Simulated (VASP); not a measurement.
## TiAl: single point with PBE+D3(BJ)

TiAl:

```
Ti Al
1.0
     3.17906    0.00000    0.00000
     0.00000    3.17906    0.00000
     0.00000    0.00000    3.17906
Ti Al
1 1
Cartesian
  0.0261 0.0520 -0.0100
  1.5432 1.4973 1.6073
```

```yaml
Program: VASP 6.6.1
Task: single point
Functional: PBE
Dispersion: D3(BJ)
Potentials_or_basis: VASP PAW PBE potentials, release 64 (Ti_sv, Al)
Cutoff: 400 eV
k_mesh: 5 × 5 × 5
Occupations: gaussian, width 0.1 eV
Spin: no spin polarisation
```

```json
{
  "Pressure": "-3.5 GPa",
  "Largest force": "1.065 eV/Å",
  "Dispersion energy per atom": "-0.486 eV"
}
```

Forces in eV/Å, atoms in the order of the input:
```
Ti  -0.482 -0.932  0.186
Al   0.482  0.932 -0.186
```

Stress tensor (GPa, compression positive):
```
-3.40  0.85 -0.17
 0.85 -3.87 -0.33
-0.17 -0.33 -3.24
```

Levels at points of the mesh, in eV from the Fermi level:
| k point | band 3 | band 4 | band 5 | band 6 | band 7 | band 8 | band 9 | band 10 | band 11 | band 12 |
| --- | --- | --- | --- | --- | --- | --- | --- | --- | --- | --- |
| (0.00, 0.00, 0.00) | -33.04 | -33.03 | -9.17 | -1.39 | -1.38 | 1.82 | 1.86 | 1.87 | 4.54 | 4.54 |

Run time: 17 s on 1 thread of Intel Xeon 8259CL, with other jobs on the host, peak memory 0.16 GiB.

Caveat: the k points lie up to 0.40 Å⁻¹ apart; pairwise dispersion overbinds metals, which lowers pressure and volume; forces of over 1 eV/Å act on the atoms, so gaps and moduli don't describe the material at rest.
